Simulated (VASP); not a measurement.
Set up this calculation in VASP 6.6.1, as the native input.

```yaml
Task: single point
Functional: PBEsol
Potentials_or_basis: VASP PAW PBE potentials, release 64 (In_d)
Cutoff: 520 eV
k_mesh: 13 × 13 × 12
Occupations: fermi-dirac, width 0.1 eV
Spin: no spin polarisation
Dipole_correction: no
Further_INCAR_settings: ALGO = Normal; EDIFF = 1e-07; NBANDS = 20
```

The structure of In lies in POSCAR:

```
In
1.0
   -3.7423881607      3.7171017632      1.5339823893
    3.7171017632     -3.7423881607      1.5339823893
    2.0719591779      2.0719591779     -1.5802944728
In
2
Direct
    0.9993221845      0.0006778155      1.0000000000
    0.7506778155      0.2493221845      0.5000000000
```

These files were run (other wordings do the same):

INCAR

```
SYSTEM = In
PREC = Accurate ; ENCUT = 520
EDIFF = 1E-7 ; ISMEAR = -1
SIGMA = 0.1 ; LREAL = .FALSE.
LASPH = .TRUE. ; NELM = 80
ALGO = Normal ; ISIF = 2
LWAVE = .FALSE. ; LCHARG = .FALSE.
GGA = PS ; NBANDS = 20
```

KPOINTS

```
Automatic mesh
0
G
  13 13 12
  0 0 0
```

Potentials or basis: VASP PAW PBE potentials, release 64 (In_d).

Run with:

```bash
$ cat potpaw_PBE.64/In_d/POTCAR > POTCAR
$ mpirun -np 1 vasp_std > vasp.out
```

Results of the run:

```json
{
 "Pressure": "4.6 GPa",
 "Largest force": "0.023 eV/Å",
 "Band gap on the k mesh": "zero (bands 13 and 14 overlap by 7.60 eV)"
}
```

Caveat: the cell stands under pressure; the PAW data sets were made with another functional, which shifts forces and pressure a little; spin-orbit coupling is left out, which moves the levels of the heavy elements.

It took 5.4 min on 1 thread of Intel(R) Xeon(R) 6975P-C (Granite Rapids) (shared host), peak memory 0.52 GiB.
